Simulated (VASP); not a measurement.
Set up this calculation in VASP 6.6.1, as the native input.

```
Task                   : single point
Functional             : PBEsol
Potentials or basis    : VASP PAW PBE potentials, release 64 (Ge_d, Sb, Te)
Cutoff                 : 520 eV
k mesh                 : 12 × 12 × 2
Occupations            : gaussian, width 0.1 eV
Spin                   : no spin polarisation
Dipole correction      : no
Further INCAR settings : ALGO = Normal; EDIFF = 1e-07; NBANDS = 50
```

The structure of GeSb4Te7 lies in POSCAR:

```
GeSb4Te7
1.0
    4.2858108293      0.0000000000      0.0000000000
   -2.1429054146      3.7116210540      0.0000000000
    0.0000000000      0.0000000000     24.4106944273
Ge Sb Te
1 4 7
Direct
    0.0000000000      0.0000000000      0.5000000000
    0.6666666667      0.3333333333      0.9189984266
    0.3333333333      0.6666666667      0.3495938695
    0.3333333333      0.6666666667      0.0810015734
    0.6666666667      0.3333333333      0.6504061305
    0.3333333333      0.6666666667      0.8492837083
    0.6666666667      0.3333333333      0.1507162917
    0.0000000000      0.0000000000      0.7198909812
    0.6666666667      0.3333333333      0.4314814570
    0.3333333333      0.6666666667      0.5685185430
    0.0000000000      0.0000000000      0.0000000000
    0.0000000000      0.0000000000      0.2801090188
```

These files were run (other wordings do the same):

INCAR

```
SYSTEM = GeSb4Te7
ALGO = Normal ; EDIFF = 1E-7
ENCUT = 520 ; GGA = PS
ISIF = 2 ; ISMEAR = 0
LASPH = .True. ; LCHARG = .True.
LELF = .True. ; LREAL = .False.
LVHAR = .True. ; LWAVE = .False.
NBANDS = 50 ; NELM = 100
PREC = Accurate ; SIGMA = 0.1
```

KPOINTS

```
k-points
0
Gamma
  12 12 2
  0 0 0
```

Potentials or basis: VASP PAW PBE potentials, release 64 (Ge_d, Sb, Te).

Run with:

```sh
$ cat potpaw_PBE.64/Ge_d/POTCAR potpaw_PBE.64/Sb/POTCAR potpaw_PBE.64/Te/POTCAR > POTCAR
$ mpirun -np 1 vasp_std > vasp.out
```

Results of the run:

The pressure is -1.2 GPa and the largest force is 0.030 eV/Å. The band gap on the k mesh is 0.32 eV.

Caveat: the PAW data sets were made with another functional, which shifts forces and pressure a little; spin-orbit coupling is left out, which moves the levels of the heavy elements; this functional lacks dispersion, which binds the layers, so the pressure and a relaxed spacing across them are unreliable.

Run time: 13 min on 1 thread of Oxide Virtual Turin-like Processor, on a shared host, peak memory 0.86 GiB.
